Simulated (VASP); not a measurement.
# Sr2SO: single point with PBE

The system is Sr2SO.

```
Sr S O
1.0
     3.98443    0.00000    0.00000
     0.00000    3.98443    0.00000
     0.00000    0.00000    5.63484
Sr S O
2 1 1
Direct
  0.00000 0.00000 0.00000
  0.50000 0.50000 0.50000
  0.00000 0.00000 0.50000
  0.50000 0.50000 0.00000
```

| Item | Value |
| --- | --- |
| Program | VASP 6.6.1 |
| Task | single point |
| Functional | PBE |
| Potentials or basis | VASP PAW PBE potentials, release 64 (Sr_sv, S, O) |
| Cutoff | 520 eV |
| k mesh | 4 × 4 × 4 |
| Occupations | gaussian, width 0.1 eV |
| Spin | no spin polarisation |

- Pressure: 2.9 GPa
- Band gap on the k mesh: 2.15 eV, direct

Stress tensor (GPa, compression positive):
```
2.83 0.00 0.00
0.00 2.83 0.00
0.00 0.00 2.91
```

Levels at points of the mesh, in eV from the valence-band top:
| k point | band 14 | band 15 | band 16 | band 17 | band 18 | band 19 |
| --- | --- | --- | --- | --- | --- | --- |
| (0.00, 0.00, 0.00) | -0.03 | 0.00 | 0.00 | 2.15 | 3.14 | 4.66 |
| (0.50, 0.00, 0.00) | -1.25 | -0.60 | -0.45 | 4.40 | 5.55 | 5.92 |
| (0.50, 0.50, 0.00) | -0.26 | -0.26 | -0.14 | 2.36 | 2.36 | 5.74 |
| (0.00, 0.00, 0.50) | -0.72 | -0.11 | -0.11 | 2.52 | 4.12 | 4.45 |
| (0.50, 0.00, 0.50) | -1.04 | -0.82 | -0.67 | 5.43 | 5.72 | 6.16 |
| (0.50, 0.50, 0.50) | -0.75 | -0.56 | -0.56 | 4.22 | 4.22 | 5.73 |

Run time: 40 s on 1 thread of Intel Xeon 6975P-C, with other jobs on the host, peak memory 0.21 GiB.

A k mesh can miss the band edges. PBE gaps usually lie below the measured ones, often by a third to a half.
